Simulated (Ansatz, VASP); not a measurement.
# One calculation of Re, two programs

File INCAR:

```
SYSTEM = Re
ALGO     = Normal         ! electronic algorithm
EDIFF    = 1E-7           ! SCF threshold, eV
ENCUT    = 520            ! plane-wave cutoff, eV
GGA      = PE             ! functional
ISIF     = 2              ! what is computed and relaxed
ISMEAR   = 0              ! smearing method
LASPH    = .True.         ! aspherical terms in the spheres
LCHARG   = .True.         ! write CHGCAR
LELF     = .True.         ! ELF
LREAL    = .False.        ! projectors in reciprocal space
LVHAR    = .True.       
LWAVE    = .False.        ! write WAVECAR
NBANDS   = 10             ! bands
NELM     = 60             ! most SCF steps
PREC     = Accurate       ! precision mode
SIGMA    = 0.15           ! smearing width, eV
```

The input KPOINTS:

```
k-points
0
Gamma
  10 10 10
  0 0 0
```

POSCAR

```
Re
1.0
    0.0000000000      1.9311642394      2.1406955594
    1.9311642394      0.0000000000      2.1406955594
    1.9311642394      1.9311642394      0.0000000000
Re
1
Direct
    0.0000000000      0.0000000000      0.0000000000
```

Input for Ansatz:

```yaml
crystal:
  lattice:
    - [0.0, 1.9311642394, 2.1406955594]
    - [1.9311642394, 0.0, 2.1406955594]
    - [1.9311642394, 1.9311642394, 0.0]
  atoms:
    - { symbol: Re, position: [0.0, 0.0, 0.0] }
basis:
  ecutwfc: 420
kpoints:
  mp_grid: { grid: [10, 10, 10] }
hamiltonian:
  xc: pbe
scf:
  occupations: { method: gaussian, width: 0.15 }
output:
  forces: true
  stress: true
  eigenvalues: true
```

Alike in both runs: task single point; functional PBE; k mesh 10 × 10 × 10; occupations gaussian, width 0.15 eV; no spin polarisation.

|  | VASP | Ansatz |
| --- | --- | --- |
| version | VASP 6.6.1 | Ansatz 0.2.0 |
| potentials or method | VASP PAW PBE potentials, release 64 (Re), cutoff 520 eV | scalar-relativistic, plane waves, PAW |
| valence electrons in the cell | 7 | 15 |

|  | VASP | Ansatz | Ansatz less VASP |
| --- | --- | --- | --- |
| gap on the k mesh at the Fermi level (eV) | none | none | - |
| pressure (GPa) | -19.0 | -18.1 | +0.81 |
| traceless stress, the component that is largest in VASP (GPa) | -16.29 | -16.61 | -0.325 |

A gap of «none» marks a metal or a gap that the smearing closes. VASP's potentials hold 7 valence electrons a cell and Ansatz's 15, so a difference there can come from the potentials and not from the codes.

Neither program's run includes spin-orbit coupling.
